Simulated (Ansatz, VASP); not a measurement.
**Zr3SnSe: VASP beside Ansatz**

```
CELL_PARAMETERS angstrom
4.98217 0.00000 0.00000
0.00000 4.98217 0.00000
0.00000 0.00000 4.98217
ATOMIC_POSITIONS crystal
Zr 0.00000 0.50000 0.50000
Zr 0.50000 0.00000 0.50000
Zr 0.50000 0.50000 0.00000
Sn 0.00000 0.00000 0.00000
Se 0.50000 0.50000 0.50000
```

Alike in both runs: functional PBE; k mesh 8 × 8 × 8; occupations gaussian, width 0.1 eV; no spin polarisation.

Ansatz relaxed the structure, and its values are those at the end. VASP's run is a single point on that final structure, the one shown.

```csv
,VASP,Ansatz
version,VASP 6.6.1,Ansatz 0.2.0
potentials or method,"VASP PAW PBE potentials, release 64 (Zr_sv, Sn_d, Se), cutoff 520 eV","scalar-relativistic, plane waves, PAW"
valence electrons in the cell,56,66
```

|  | VASP | Ansatz | Ansatz less VASP |
| --- | --- | --- | --- |
| gap on the k mesh at the Fermi level (eV) | none | none | - |
| pressure (GPa) | 0.1 | 0.0 | -0.13 |

A gap of «none» marks a metal or a gap that the smearing closes. The functional is the same, so the differences come from potentials, cutoffs and numerics. VASP's potentials hold 56 valence electrons a cell and Ansatz's 66, so a difference there can come from the potentials and not from the codes.
